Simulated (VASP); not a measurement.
# Ga2O3 (C2/m) in VASP: single point with PBE+D3(BJ)

Aim: the single point of Ga2O3 with PBE+D3(BJ).

Everything below comes from runs of VASP 6.6.1. Logs are shortened: lines on timing, memory, paths and dates and some standing lists are left out, and cuts for length are marked.

## Step 1: The cell of the first run

The structure is monoclinic, space group C2/m (No. 12). The conventional cell has a = 12.214 Å, b = 3.037 Å, c = 5.798 Å, α = 90.00°, β = 103.83°, γ = 90.00°. Ga (site symmetry m) has 4 O at 1.83 to 1.86 Å within 2.4 Å. Within 2.6 Å of Ga (site symmetry m) lie 6 O at 1.94 to 2.07 Å. Within 2.4 Å of O (site symmetry m) lie 3 Ga at 1.83 to 1.94 Å. Within 2.5 Å of O (site symmetry m) lie 4 Ga at 1.86 to 2.07 Å. O (site symmetry m) has 3 Ga at 1.83 to 1.94 Å within 2.4 Å.

## Step 2: Single point, PBE+D3(BJ)

INCAR reads:

```
SYSTEM = Ga2O3
PREC = Accurate ; ENCUT = 520
EDIFF = 1E-6 ; ISMEAR = 0
SIGMA = 0.1 ; LREAL = .False.
LASPH = .True. ; NELM = 100
ALGO = Normal ; ISIF = 2
LWAVE = .False. ; LCHARG = .True.
GGA = PE ; IVDW = 12
LELF = .True. ; LVHAR = .True.
NBANDS = 55
```

KPOINTS reads:

```
Automatic mesh
0
Gamma
  6 6 4
  0 0 0
```

POSCAR reads:

```
Ga2O3
1.0
    6.1070000000     -1.5185500000      0.0000000000
    6.1070000000      1.5185500000      0.0000000000
   -1.3859889000      0.0000000000      5.6300087400
Ga O
4 6
Direct
    0.0905000000      0.0905000000      0.7946000000
    0.9095000000      0.9095000000      0.2054000000
    0.6586600000      0.6586600000      0.3140200000
    0.3413400000      0.3413400000      0.6859800000
    0.1645000000      0.1645000000      0.1098000000
    0.8355000000      0.8355000000      0.8902000000
    0.1733000000      0.1733000000      0.5632000000
    0.8267000000      0.8267000000      0.4368000000
    0.4959000000      0.4959000000      0.2566000000
    0.5041000000      0.5041000000      0.7434000000
```

Potentials or basis: VASP PAW PBE potentials, release 64 (Ga_d, O).

On the command line:

```sh
$ cat potpaw_PBE.64/Ga_d/POTCAR potpaw_PBE.64/O/POTCAR > POTCAR
$ mpirun -np 1 vasp_std > vasp.out
```

OUTCAR:

```text
SYSTEM = Ga2O3
   PREC = Accurate
   ENCUT = 520
   EDIFF = 1E-6
   ISMEAR = 0
   LREAL = .False.
   LASPH = .True.
   NELM = 100
   ISIF = 2
   GGA = PE
   IVDW = 12
 IVDW          = 12

 ion  position               nearest neighbor table
   1  0.090  0.090  0.795-  10 1.83  10 1.83   5 1.83   7 1.86
   2  0.910  0.910  0.205-   9 1.83   9 1.83   6 1.83   8 1.86
   3  0.659  0.659  0.314-   9 1.94   5 1.94   5 1.94   8 2.01   7 2.07   7 2.07
   4  0.341  0.341  0.686-  10 1.94   6 1.94   6 1.94   7 2.01   8 2.07   8 2.07
   5  0.164  0.164  0.110-   1 1.83   3 1.94   3 1.94
   6  0.836  0.836  0.890-   2 1.83   4 1.94   4 1.94
   7  0.173  0.173  0.563-   1 1.86   4 2.01   3 2.07   3 2.07
   8  0.827  0.827  0.437-   2 1.86   3 2.01   4 2.07   4 2.07
   9  0.496  0.496  0.257-   2 1.83   2 1.83   3 1.94
  10  0.504  0.504  0.743-   1 1.83   1 1.83   4 1.94

  LATTYP: Found a base centered monoclinic cell.
 ALAT       =    12.2140000000
 B/A-ratio  =     0.2486572785
 C/A-ratio  =     0.4747093502
 COS(beta)  =    -0.2390419102

  Lattice vectors:

 A1 = (   6.1070000000,  -1.5185500000,   0.0000000000)
 A2 = (   6.1070000000,   1.5185500000,   0.0000000000)
 A3 = (  -1.3859889000,   0.0000000000,   5.6300087400)

Analysis of symmetry for initial positions (statically):
=====================================================================
 Subroutine PRICEL returns:
 Original cell was already a primitive cell.

 Routine SETGRP: Setting up the symmetry group for a
 base centered monoclinic supercell.

 Subroutine GETGRP returns: Found  4 space group operations
 (whereof  4 operations were pure point group operations)
 out of a pool of  4 trial point group operations.

The static configuration has the point symmetry C_2h.

Analysis of symmetry for dynamics (positions and initial velocities):
=====================================================================
 Subroutine PRICEL returns:
 Original cell was already a primitive cell.

 Routine SETGRP: Setting up the symmetry group for a
 base centered monoclinic supercell.

 Subroutine GETGRP returns: Found  4 space group operations
 (whereof  4 operations were pure point group operations)
 out of a pool of  4 trial point group operations.

The dynamic configuration has the point symmetry C_2h.

 Subroutine INISYM returns: Found  4 space group operations
 (whereof  4 operations are pure point group operations),
 and found     1 'primitive' translations

----------------------------------------------------------------------------------------

                                     Primitive cell

  volume of cell :     104.4230

  direct lattice vectors                    reciprocal lattice vectors
     6.107000000 -1.518550000  0.000000000     0.081873260 -0.329261467  0.020155462
     6.107000000  1.518550000  0.000000000     0.081873260  0.329261467  0.020155462
    -1.385988900  0.000000000  5.630008740     0.000000000  0.000000000  0.177619618

  length of vectors
     6.292967750  6.292967750  5.798100003     0.339886138  0.339886138  0.177619618

  position of ions in fractional coordinates (direct lattice)
     0.090500000  0.090500000  0.794600000
     0.909500000  0.909500000  0.205400000
     0.658660000  0.658660000  0.314020000
     0.341340000  0.341340000  0.685980000
     0.164500000  0.164500000  0.109800000
     0.835500000  0.835500000  0.890200000
     0.173300000  0.173300000  0.563200000
     0.826700000  0.826700000  0.436800000
     0.495900000  0.495900000  0.256600000
     0.504100000  0.504100000  0.743400000

  ion indices of the primitive-cell ions
   primitive index   ion index
                 1           1
                 2           2
                 3           3
                 4           4
                 5           5
                 6           6
                 7           7
                 8           8
                 9           9
                10          10

----------------------------------------------------------------------------------------

 KPOINTS: Automatic mesh

Automatic generation of k-mesh.
 Grid dimensions read from file:
 generate k-points for:    6    6    4

 Generating k-lattice:

  Cartesian coordinates                     Fractional coordinates (reciprocal lattice)
     0.013645543 -0.054876911  0.003359244     0.166666667 -0.000000000  0.000000000
     0.013645543  0.054876911  0.003359244    -0.000000000  0.166666667  0.000000000
     0.000000000  0.000000000  0.044404904     0.000000000  0.000000000  0.250000000

  Length of vectors
     0.056647690  0.056647690  0.044404904

  Shift w.r.t. Gamma in fractional coordinates (k-lattice)
     0.000000000  0.000000000  0.000000000

 Subroutine IBZKPT returns following result:
 ===========================================

 Found     47 irreducible k-points:

 Following reciprocal coordinates:
            Coordinates               Weight
  0.000000  0.000000  0.000000      1.000000
  0.166667  0.000000  0.000000      4.000000
  0.333333  0.000000  0.000000      4.000000
  0.500000  0.000000 -0.000000      2.000000
  0.166667  0.166667  0.000000      2.000000
  0.333333  0.166667 -0.000000      4.000000
[... 16 lines left out ...]
 -0.333333  0.166667  0.250000      4.000000
 -0.166667  0.166667  0.250000      4.000000
 [... further k-points ...]
   k-points           NKPTS =     47   k-points in BZ     NKDIM =     47   number of bands    NBANDS=     55
   number of dos      NEDOS =    301   number of ions     NIONS =     10
   total plane-waves  NPLWV = 110592
   dimension x,y,z NGX =    48 NGY =   48 NGZ =   48
   dimension x,y,z NGXF=    96 NGYF=   96 NGZF=   96
   ions per type =               4   6
   NGX,Y,Z   is equivalent  to a cutoff of  12.68, 12.68, 13.76 a.u.
   NGXF,Y,Z  is equivalent  to a cutoff of  25.36, 25.36, 27.53 a.u.
 SYSTEM =  Ga2O3
   PREC   = accura    normal or accurate (medium, high low for compatibility)
   ISTART =      0    job   : 0-new  1-cont  2-samecut
   ICHARG =      2    charge: 1-file 2-atom 10-const
   ISPIN  =      1    spin polarized calculation?
   LNONCOLLINEAR =      F non collinear calculations
   LSORBIT =      F    spin-orbit coupling
   LASPH  =      T    aspherical Exc in radial PAW
   ENCUT  =  520.0 eV  38.22 Ry    6.18 a.u.  11.70 11.70 10.78*2*pi/ulx,y,z
   NELM   =    100;   NELMIN=  2; NELMDL= -5     # of ELM steps
   EDIFF  = 0.1E-05   stopping-criterion for ELM
   LREAL  =      F    real-space projection
   EDIFFG = 0.1E-04   stopping-criterion for IOM
   NSW    =      0    number of steps for IOM
   IBRION =     -1    ionic relax: 0-MD 1-quasi-New 2-CG
   NFREE  =      0    steps in history (QN), initial steepest desc. (CG)
   ISIF   =      2    stress and relaxation
   ISYM   =      2    0-nonsym 1-usesym 2-fastsym
   POTIM  = 0.5000    time-step for ionic-motion
   TEBEG  =    0.0;   TEEND  =   0.0 temperature during run
   PSTRESS=    0.0 pullay stress
   NELECT =      88.0000    total number of electrons
   NUPDOWN=      -1.0000    fix difference up-down
   EMIN   =  10.00;   EMAX   =-10.00  energy-range for DOS
   EFERMI =   0.00;   METHOD = LEGACY
   ISMEAR =     0;   SIGMA  =   0.10  broadening in eV -4-tet -1-fermi 0-gaus
   EFERMI_NEDOS =   21; number of points for ismear=-14 and -15
   IALGO  =     38    algorithm
   IMIX   =      4    mixing-type and parameters
     AMIX     =   0.40;   BMIX     =  1.00
     AMIX_MAG =   1.60;   BMIX_MAG =  1.00
  volume/ion in A,a.u.               =      10.44        70.47
  Fermi-wavevector in a.u.,A,eV,Ry     =   1.546335  2.922150 32.533613  2.391153
  Thomas-Fermi vector in A             =   2.651586
   LORBIT       =      0    0 simple, 1 ext, 2 COOP (PROOUT), +10 PAW based schemes
   GGA     = PE    functional components
   LHFCALC =     F    Hartree Fock is set to
   AEXX    =    0.0000 exact exchange contribution
   IVDW    =    12    specifies the selected vdW correction
   LEPSILON=     F    determine dielectric tensor
   LRPA    =     F    only Hartree local field effects (RPA)
 non-spin polarized calculation
 Gauss-broadening in eV      SIGMA  =   0.10
  energy-cutoff  :      520.00
  volume of cell :      104.42
 maximum number of plane-waves:      2846
   NGX = 23   NGY = 23   NGZ = 21

 number of electron      88.0000020 magnetization

 Free energy of the ion-electron system (eV)
  ---------------------------------------------------
  ext. energy  EPLUGINS =         0.00000000
  ---------------------------------------------------
  free energy    TOTEN  =       -59.50356514 eV

  energy without entropy =      -59.50356514  energy(sigma->0) =      -59.50356514

 E-fermi :   4.3614     XC(G=0): -11.6435

 val. band max:        3.8924592313   @ k =   0.5000   0.5000   0.5000
 cond. band min:       6.3200886410   @ k =   0.0000   0.0000   0.0000
 fundamental gap:      2.4276294096
 Fermi energy:         4.3614247458

 k-point     1 :       0.0000    0.0000    0.0000
  band No.  band energies     occupation
      1     -15.0578      2.00000
      2     -13.8905      2.00000
      3     -13.8564      2.00000
      4     -13.7342      2.00000
      5     -13.2616      2.00000
      6     -13.2468      2.00000
[... 47 lines left out ...]
     54      16.2948      0.00000
     55      16.5988      0.00000

 k-point     2 :       0.1667    0.0000    0.0000
  band No.  band energies     occupation
      1     -14.8453      2.00000
      2     -13.8511      2.00000
      3     -13.8078      2.00000
      4     -13.6081      2.00000
      5     -13.2661      2.00000
      6     -13.2476      2.00000
[... 47 lines left out ...]
     54      15.1372      0.00000
     55      15.1971      0.00000
[... 1216 lines left out ...]
     54      15.6790      0.00000
     55      16.0822      0.00000

 k-point    24 :      -0.1667    0.1667    0.2500
  band No.  band energies     occupation
      1     -14.2864      2.00000
      2     -13.7632      2.00000
      3     -13.6599      2.00000
      4     -13.4959      2.00000
      5     -13.3144      2.00000
      6     -13.2368      2.00000
[... 47 lines left out ...]
     54      15.0529      0.00000
     55      15.7209      0.00000

 [... further k-points ...]

------------------------ aborting loop because EDIFF is reached ----------------------------------------

 Edisp (eV)   -2.00498

 E8    (eV) :    -0.7865

  FORCE on cell =-STRESS in cart. coord.  units (eV):
  Direction    XX          YY          ZZ          XY          YZ          ZX
  --------------------------------------------------------------------------------------
  -------------------------------------------------------------------------------------
  Total       4.39059     5.05090     4.23155     0.00000     0.00000     0.11010
  in kB      67.36546    77.49670    64.92535     0.00000     0.00000     1.68935
  external pressure =       69.93 kB  Pullay stress =        0.00 kB

 VOLUME and BASIS-vectors are now :
 -----------------------------------------------------------------------------
  energy-cutoff  :      520.00
  volume of cell :      104.42
      direct lattice vectors                 reciprocal lattice vectors
     6.107000000 -1.518550000  0.000000000     0.081873260 -0.329261467  0.020155462
     6.107000000  1.518550000  0.000000000     0.081873260  0.329261467  0.020155462
    -1.385988900  0.000000000  5.630008740     0.000000000  0.000000000  0.177619618

 POSITION                                       TOTAL-FORCE (eV/Angst)
 -----------------------------------------------------------------------------------
      0.00406      0.00000      4.47360         0.112754      0.000000      0.069922
     10.82395      0.00000      1.15640        -0.112754      0.000000     -0.069922
      7.60965      0.00000      1.76794        -0.031006      0.000000      0.054768
      3.21837      0.00000      3.86207         0.031006      0.000000     -0.054768
      1.85702      0.00000      0.61817         0.224891      0.000000     -0.101825
      8.97099      0.00000      5.01183        -0.224891      0.000000      0.101825
      1.33610      0.00000      3.17082        -0.034508      0.000000     -0.046075
      9.49191      0.00000      2.45919         0.034508      0.000000      0.046075
      5.70128      0.00000      1.44466         0.163823      0.000000      0.058091
      5.12673      0.00000      4.18535        -0.163823      0.000000     -0.058091
 -----------------------------------------------------------------------------------
    total drift:                                0.000000      0.000000      0.000000

  FREE ENERGIE OF THE ION-ELECTRON SYSTEM (eV)
  ---------------------------------------------------
  free  energy   TOTEN  =       -61.5085410245 eV

  energy  without entropy=      -61.5085410245  energy(sigma->0) =      -61.50854102
```

Wall time 13 min (1 thread of Intel Xeon 8259CL, shared host); peak memory 0.45 GiB.

What came out:

```yaml
Free_energy: -61.5085 eV
Pressure: 7.0 GPa
Largest_force: 0.247 eV/Å
Band_gap_on_the_k_mesh: 2.43 eV (least direct gap 2.44 eV)
Dispersion_energy_per_atom: -0.200 eV
```

Forces on the atoms (eV/Å):
```
Ga   0.113  0.000  0.070
Ga  -0.113  0.000 -0.070
Ga  -0.031  0.000  0.055
Ga   0.031  0.000 -0.055
O    0.225  0.000 -0.102
O   -0.225  0.000  0.102
O   -0.035  0.000 -0.046
O    0.035  0.000  0.046
O    0.164  0.000  0.058
O   -0.164  0.000 -0.058
```

Stress tensor (GPa, compression positive):
```
6.74 0.00 0.17
0.00 7.75 0.00
0.17 0.00 6.49
```

Caveat: the cell stands under pressure. A k mesh can miss the band edges.
